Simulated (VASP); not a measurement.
# CaF (P2_13) in VASP: single point with PBE

Aim: the single point of CaF with PBE.

All numbers are computed with VASP 6.6.1; they aren't measurements. Logs are shortened: lines on timing, memory, paths and dates and some standing lists are left out, and cuts for length are marked.

### Step 1. The cell of the first run

It takes space group P2_13 (No. 198, cubic). The conventional cell has a = 5.233 Å, b = 5.233 Å, c = 5.233 Å, α = 90.00°, β = 90.00°, γ = 90.00°. Within 3.5 Å of Ca (site symmetry 3) lie 7 F at 2.62 to 2.94 Å and 6 Ca at 3.21 Å. F (site symmetry 3) has 7 Ca at 2.62 to 2.94 Å and 6 F at 3.24 Å within 3.5 Å.

### Step 2. Single point, PBE

File INCAR:

```
SYSTEM = CaF
  PREC = Accurate
  ENCUT = 520
  EDIFF = 1E-7
  ISMEAR = 0
  SIGMA = 0.1
  LREAL = .False.
  LASPH = .True.
  NELM = 100
  ALGO = Normal
  ISIF = 2
  LWAVE = .False.
  LCHARG = .False.
  GGA = PE
  NBANDS = 44
```

File KPOINTS:

```
regular mesh
0
Gamma
  4 4 4
  0 0 0
```

File POSCAR:

```
CaF
1.0
    5.2325950936      0.0000000000      0.0000000000
    0.0000000000      5.2325950936      0.0000000000
    0.0000000000      0.0000000000      5.2325950936
Ca F
4 4
Direct
    0.1340000000      0.1340000000      0.1340000000
    0.3660000000      0.8660000000      0.6340000000
    0.6340000000      0.3660000000      0.8660000000
    0.8660000000      0.6340000000      0.3660000000
    0.8445000000      0.8445000000      0.8445000000
    0.6555000000      0.1555000000      0.3445000000
    0.3445000000      0.6555000000      0.1555000000
    0.1555000000      0.3445000000      0.6555000000
```

Potentials or basis: VASP PAW PBE potentials, release 64 (Ca_sv, F).

Command:

```console
> cat potpaw_PBE.64/Ca_sv/POTCAR potpaw_PBE.64/F/POTCAR > POTCAR
> mpirun -np 1 vasp_std > vasp.out
```

OUTCAR:

```text
SYSTEM = CaF
   PREC = Accurate
   ENCUT = 520
   EDIFF = 1E-7
   ISMEAR = 0
   LREAL = .False.
   LASPH = .True.
   NELM = 100
   ISIF = 2
   GGA = PE

 ion  position               nearest neighbor table
   1  0.134  0.134  0.134-
   2  0.366  0.866  0.634-
   3  0.634  0.366  0.866-
   4  0.866  0.634  0.366-
   5  0.844  0.844  0.844-
   6  0.656  0.156  0.344-
   7  0.344  0.656  0.156-
   8  0.156  0.344  0.656-

  LATTYP: Found a simple cubic cell.
 ALAT       =     5.2325950936

  Lattice vectors:

 A1 = (   5.2325950936,   0.0000000000,   0.0000000000)
 A2 = (   0.0000000000,   5.2325950936,   0.0000000000)
 A3 = (   0.0000000000,   0.0000000000,   5.2325950936)

Analysis of symmetry for initial positions (statically):
=====================================================================
 Subroutine PRICEL returns:
 Original cell was already a primitive cell.

 Routine SETGRP: Setting up the symmetry group for a
 simple cubic supercell.

 Subroutine GETGRP returns: Found 12 space group operations
 (whereof  3 operations were pure point group operations)
 out of a pool of 48 trial point group operations.

The static configuration has the point symmetry C_3 .
 The point group associated with its full space group is T   .

Analysis of symmetry for dynamics (positions and initial velocities):
=====================================================================
 Subroutine PRICEL returns:
 Original cell was already a primitive cell.

 Routine SETGRP: Setting up the symmetry group for a
 simple cubic supercell.

 Subroutine GETGRP returns: Found 12 space group operations
 (whereof  3 operations were pure point group operations)
 out of a pool of 48 trial point group operations.

The dynamic configuration has the point symmetry C_3 .
 The point group associated with its full space group is T   .

 Subroutine INISYM returns: Found 12 space group operations
 (whereof  3 operations are pure point group operations),
 and found     1 'primitive' translations

----------------------------------------------------------------------------------------

                                     Primitive cell

  volume of cell :     143.2687

  direct lattice vectors                    reciprocal lattice vectors
     5.232595094  0.000000000  0.000000000     0.191109761  0.000000000  0.000000000
     0.000000000  5.232595094  0.000000000     0.000000000  0.191109761  0.000000000
     0.000000000  0.000000000  5.232595094     0.000000000  0.000000000  0.191109761

  length of vectors
     5.232595094  5.232595094  5.232595094     0.191109761  0.191109761  0.191109761

  position of ions in fractional coordinates (direct lattice)
     0.134000000  0.134000000  0.134000000
     0.366000000  0.866000000  0.634000000
     0.634000000  0.366000000  0.866000000
     0.866000000  0.634000000  0.366000000
     0.844500000  0.844500000  0.844500000
     0.655500000  0.155500000  0.344500000
     0.344500000  0.655500000  0.155500000
     0.155500000  0.344500000  0.655500000

  ion indices of the primitive-cell ions
   primitive index   ion index
                 1           1
                 2           2
                 3           3
                 4           4
                 5           5
                 6           6
                 7           7
                 8           8

----------------------------------------------------------------------------------------

 KPOINTS: regular mesh

Automatic generation of k-mesh.
 Grid dimensions read from file:
 generate k-points for:    4    4    4

 Generating k-lattice:

  Cartesian coordinates                     Fractional coordinates (reciprocal lattice)
     0.047777440  0.000000000  0.000000000     0.250000000  0.000000000  0.000000000
     0.000000000  0.047777440  0.000000000     0.000000000  0.250000000  0.000000000
     0.000000000  0.000000000  0.047777440     0.000000000  0.000000000  0.250000000

  Length of vectors
     0.047777440  0.047777440  0.047777440

  Shift w.r.t. Gamma in fractional coordinates (k-lattice)
     0.000000000  0.000000000  0.000000000

 Subroutine IBZKPT returns following result:
 ===========================================

 Found     11 irreducible k-points:

 Following reciprocal coordinates:
            Coordinates               Weight
  0.000000  0.000000  0.000000      1.000000
  0.250000  0.000000  0.000000      6.000000
  0.500000  0.000000  0.000000      3.000000
  0.250000  0.250000  0.000000     12.000000
  0.500000  0.250000  0.000000      6.000000
 -0.250000  0.500000  0.000000      6.000000
  0.500000  0.500000  0.000000      3.000000
  0.250000  0.250000  0.250000      8.000000
  0.500000  0.250000  0.250000     12.000000
  0.500000  0.500000  0.250000      6.000000
  0.500000  0.500000  0.500000      1.000000
   k-points           NKPTS =     11   k-points in BZ     NKDIM =     11   number of bands    NBANDS=     44
   number of dos      NEDOS =    301   number of ions     NIONS =      8
   total plane-waves  NPLWV =  64000
   dimension x,y,z NGX =    40 NGY =   40 NGZ =   40
   dimension x,y,z NGXF=    80 NGYF=   80 NGZF=   80
   ions per type =               4   4
   NGX,Y,Z   is equivalent  to a cutoff of  12.71, 12.71, 12.71 a.u.
   NGXF,Y,Z  is equivalent  to a cutoff of  25.42, 25.42, 25.42 a.u.
 SYSTEM =  CaF
   PREC   = accura    normal or accurate (medium, high low for compatibility)
   ISTART =      0    job   : 0-new  1-cont  2-samecut
   ICHARG =      2    charge: 1-file 2-atom 10-const
   ISPIN  =      1    spin polarized calculation?
   LNONCOLLINEAR =      F non collinear calculations
   LSORBIT =      F    spin-orbit coupling
   LASPH  =      T    aspherical Exc in radial PAW
   ENCUT  =  520.0 eV  38.22 Ry    6.18 a.u.   9.73  9.73  9.73*2*pi/ulx,y,z
   NELM   =    100;   NELMIN=  2; NELMDL= -5     # of ELM steps
   EDIFF  = 0.1E-06   stopping-criterion for ELM
   LREAL  =      F    real-space projection
   EDIFFG = 0.1E-05   stopping-criterion for IOM
   NSW    =      0    number of steps for IOM
   IBRION =     -1    ionic relax: 0-MD 1-quasi-New 2-CG
   NFREE  =      0    steps in history (QN), initial steepest desc. (CG)
   ISIF   =      2    stress and relaxation
   ISYM   =      2    0-nonsym 1-usesym 2-fastsym
   POTIM  = 0.5000    time-step for ionic-motion
   TEBEG  =    0.0;   TEEND  =   0.0 temperature during run
   PSTRESS=    0.0 pullay stress
   NELECT =      68.0000    total number of electrons
   NUPDOWN=      -1.0000    fix difference up-down
   EMIN   =  10.00;   EMAX   =-10.00  energy-range for DOS
   EFERMI =   0.00;   METHOD = LEGACY
   ISMEAR =     0;   SIGMA  =   0.10  broadening in eV -4-tet -1-fermi 0-gaus
   EFERMI_NEDOS =   21; number of points for ismear=-14 and -15
   IALGO  =     38    algorithm
   IMIX   =      4    mixing-type and parameters
     AMIX     =   0.40;   BMIX     =  1.00
     AMIX_MAG =   1.60;   BMIX_MAG =  1.00
  volume/ion in A,a.u.               =      17.91       120.85
  Fermi-wavevector in a.u.,A,eV,Ry     =   1.277009  2.413197 22.187733  1.630752
  Thomas-Fermi vector in A             =   2.409633
   LORBIT       =      0    0 simple, 1 ext, 2 COOP (PROOUT), +10 PAW based schemes
   GGA     = PE    functional components
   LHFCALC =     F    Hartree Fock is set to
   AEXX    =    0.0000 exact exchange contribution
   IVDW    =     0    specifies the selected vdW correction
   LEPSILON=     F    determine dielectric tensor
   LRPA    =     F    only Hartree local field effects (RPA)
 non-spin polarized calculation
 Gauss-broadening in eV      SIGMA  =   0.10
  energy-cutoff  :      520.00
  volume of cell :      143.27
 maximum number of plane-waves:      3900
 NGX is ok and might be reduce to    40
   NGX = 19   NGY = 19   NGZ = 19

 number of electron      68.0000018 magnetization

 Free energy of the ion-electron system (eV)
  ---------------------------------------------------
  ext. energy  EPLUGINS =         0.00000000
  ---------------------------------------------------
  free energy    TOTEN  =       -30.10617228 eV

  energy without entropy =      -30.04866918  energy(sigma->0) =      -30.07742073

 E-fermi :   4.8198     XC(G=0):  -9.3433

 val. band max:        4.7887113642   @ k =   0.2500   0.0000   0.0000
 cond. band min:       4.8821229253   @ k =   0.2500   0.2500   0.2500
 fundamental gap:      0.0934115611
 Fermi energy:         4.8198380941

 k-point     1 :       0.0000    0.0000    0.0000
  band No.  band energies     occupation
      1     -37.8517      2.00000
      2     -37.7430      2.00000
      3     -37.7430      2.00000
      4     -37.7430      2.00000
      5     -20.3444      2.00000
      6     -20.2738      2.00000
[... 36 lines left out ...]
     43       6.9161      0.00000
     44       7.1989      0.00000

 k-point     2 :       0.2500    0.0000    0.0000
  band No.  band energies     occupation
      1     -37.8394      2.00000
      2     -37.7715      2.00000
      3     -37.7393      2.00000
      4     -37.7304      2.00000
      5     -20.3690      2.00000
      6     -20.3614      2.00000
[... 36 lines left out ...]
     43       7.0087      0.00000
     44       7.0759      0.00000

 k-point     3 :       0.5000    0.0000    0.0000
  band No.  band energies     occupation
      1     -37.8083      2.00000
      2     -37.8083      2.00000
      3     -37.7320      2.00000
      4     -37.7320      2.00000
      5     -20.3969      2.00000
      6     -20.3969      2.00000
[... 36 lines left out ...]
     43       6.8234      0.00000
     44       6.8234      0.00000

 k-point     4 :       0.2500    0.2500    0.0000
  band No.  band energies     occupation
      1     -37.8289      2.00000
      2     -37.7782      2.00000
      3     -37.7433      2.00000
      4     -37.7302      2.00000
      5     -20.3993      2.00000
      6     -20.3910      2.00000
[... 36 lines left out ...]
     43       6.7789      0.00000
     44       7.2425      0.00000

 k-point     5 :       0.5000    0.2500    0.0000
  band No.  band energies     occupation
      1     -37.8030      2.00000
      2     -37.8030      2.00000
      3     -37.7372      2.00000
      4     -37.7372      2.00000
      5     -20.4228      2.00000
      6     -20.4228      2.00000
[... 36 lines left out ...]
     43       6.9944      0.00000
     44       6.9944      0.00000

 k-point     6 :      -0.2500    0.5000    0.0000
  band No.  band energies     occupation
      1     -37.8030      2.00000
      2     -37.8030      2.00000
      3     -37.7372      2.00000
      4     -37.7372      2.00000
      5     -20.4204      2.00000
      6     -20.4204      2.00000
[... 36 lines left out ...]
     43       7.0843      0.00000
     44       7.0843      0.00000

 k-point     7 :       0.5000    0.5000    0.0000
  band No.  band energies     occupation
      1     -37.7967      2.00000
      2     -37.7967      2.00000
      3     -37.7435      2.00000
      4     -37.7435      2.00000
      5     -20.4452      2.00000
      6     -20.4452      2.00000
[... 36 lines left out ...]
     43       7.0842      0.00000
     44       7.0842      0.00000

 k-point     8 :       0.2500    0.2500    0.2500
  band No.  band energies     occupation
      1     -37.8194      2.00000
      2     -37.7796      2.00000
      3     -37.7481      2.00000
      4     -37.7334      2.00000
      5     -20.4155      2.00000
      6     -20.4102      2.00000
[... 36 lines left out ...]
     43       6.7741      0.00000
     44       7.3608      0.00000

 k-point     9 :       0.5000    0.2500    0.2500
  band No.  band energies     occupation
      1     -37.7969      2.00000
      2     -37.7969      2.00000
      3     -37.7433      2.00000
      4     -37.7433      2.00000
      5     -20.4299      2.00000
      6     -20.4299      2.00000
[... 36 lines left out ...]
     43       7.1062      0.00000
     44       7.1062      0.00000

 k-point    10 :       0.5000    0.5000    0.2500
  band No.  band energies     occupation
      1     -37.7888      2.00000
      2     -37.7888      2.00000
      3     -37.7512      2.00000
      4     -37.7512      2.00000
      5     -20.4360      2.00000
      6     -20.4360      2.00000
[... 36 lines left out ...]
     43       6.8068      0.00000
     44       6.8068      0.00000

 k-point    11 :       0.5000    0.5000    0.5000
  band No.  band energies     occupation
      1     -37.7700      2.00000
      2     -37.7700      2.00000
      3     -37.7700      2.00000
      4     -37.7700      2.00000
      5     -20.3849      2.00000
      6     -20.3849      2.00000
[... 36 lines left out ...]
     43       6.5411      0.00000
     44       6.5411      0.00000

------------------------ aborting loop because EDIFF is reached ----------------------------------------

  FORCE on cell =-STRESS in cart. coord.  units (eV):
  Direction    XX          YY          ZZ          XY          YZ          ZX
  --------------------------------------------------------------------------------------
  -------------------------------------------------------------------------------------
  Total        4.0295492      4.0295492      4.0295492      0.0000000      0.0000000     -0.0000000
  in kB       45.0625385     45.0625385     45.0625385      0.0000000      0.0000000     -0.0000000
  external PRESSURE =      45.0625385 kB  Pullay stress =       0.0000000 kB

 VOLUME and BASIS-vectors are now :
 -----------------------------------------------------------------------------
  energy-cutoff  :      520.00
  volume of cell :      143.27
      direct lattice vectors                 reciprocal lattice vectors
     5.232595094  0.000000000  0.000000000     0.191109761  0.000000000  0.000000000
     0.000000000  5.232595094  0.000000000     0.000000000  0.191109761  0.000000000
     0.000000000  0.000000000  5.232595094     0.000000000  0.000000000  0.191109761

 POSITION                                       TOTAL-FORCE (eV/Angst)
 -----------------------------------------------------------------------------------
      0.70117      0.70117      0.70117         0.092156      0.092156      0.092156
      1.91513      4.53143      3.31747        -0.092156     -0.092156      0.092156
      3.31747      1.91513      4.53143         0.092156     -0.092156     -0.092156
      4.53143      3.31747      1.91513        -0.092156      0.092156     -0.092156
      4.41893      4.41893      4.41893         0.370449      0.370449      0.370449
      3.42997      0.81367      1.80263        -0.370449     -0.370449      0.370449
      1.80263      3.42997      0.81367         0.370449     -0.370449     -0.370449
      0.81367      1.80263      3.42997        -0.370449      0.370449     -0.370449
 -----------------------------------------------------------------------------------
    total drift:                               -0.000000      0.000000      0.000000

  FREE ENERGIE OF THE ION-ELECTRON SYSTEM (eV)
  ---------------------------------------------------
  free  energy   TOTEN  =       -30.1061722763 eV

  energy  without entropy=      -30.0486691759  energy(sigma->0) =      -30.07742073
```

Run time: 2.1 min. Hardware: 1 thread of Intel Xeon 8259CL, shared host; peak memory 0.26 GiB.

Results:

```yaml
Free_energy: -30.1062 eV
Pressure: 4.5 GPa
Largest_force: 0.642 eV/Å
Band_gap_on_the_k_mesh: zero (bands 34 and 35 overlap by 0.15 eV)
```

Forces in eV/Å, atoms in the order of the input:
```
Ca   0.092  0.092  0.092
Ca  -0.092 -0.092  0.092
Ca   0.092 -0.092 -0.092
Ca  -0.092  0.092 -0.092
F    0.370  0.370  0.370
F   -0.370 -0.370  0.370
F    0.370 -0.370 -0.370
F   -0.370  0.370 -0.370
```

Caveat: the cell stands under pressure.
